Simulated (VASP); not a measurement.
**Zn2O3: single point with PBE**

The system is Zn2O3.

```
Zn O
1.0
     0.00000    3.91491    3.91491
     3.91491    0.00000    3.91491
     3.91491    3.91491    0.00000
Zn O
4 6
Direct
  0.12500 0.12500 0.12500
  0.12500 0.12500 0.62500
  0.12500 0.62500 0.12500
  0.62500 0.12500 0.12500
  0.62500 0.62500 0.62500
  0.62500 0.62500 0.12500
  0.62500 0.12500 0.62500
  0.12500 0.62500 0.62500
  0.75000 0.75000 0.75000
  0.50000 0.50000 0.50000
```

```
Program                : VASP 6.6.1
Task                   : single point
Functional             : PBE
Potentials or basis    : VASP PAW PBE potentials, release 64 (Zn, O)
Cutoff                 : 520 eV
k mesh                 : 4 × 4 × 4
Occupations            : gaussian, width 0.1 eV
Spin                   : no spin polarisation
Dipole correction      : no
Further INCAR settings : ALGO = Normal; EDIFF = 1e-06; NBANDS = 53
```

* Pressure: -0.3 GPa
* Band gap on the k mesh: 0.31 eV, indirect (least direct gap 0.38 eV)

Levels at points of the mesh, in eV from the valence-band top:
| k point | band 39 | band 40 | band 41 | band 42 | band 43 | band 44 | band 45 | band 46 |
| --- | --- | --- | --- | --- | --- | --- | --- | --- |
| (0.00, 0.00, 0.00) | -1.79 | -1.76 | -1.76 | -1.76 | 0.64 | 0.64 | 0.64 | 0.92 |
| (0.50, 0.00, 0.00) | -1.89 | -0.78 | -0.77 | -0.77 | 0.46 | 1.45 | 1.45 | 2.56 |
| (0.50, 0.50, 0.00) | -1.46 | -1.46 | -0.74 | -0.74 | 1.29 | 1.29 | 2.06 | 2.06 |

Wall time 2.2 min on 1 thread of AMD EPYC 7R13, with other jobs on the host, peak memory 0.23 GiB.

A k mesh can miss the band edges.
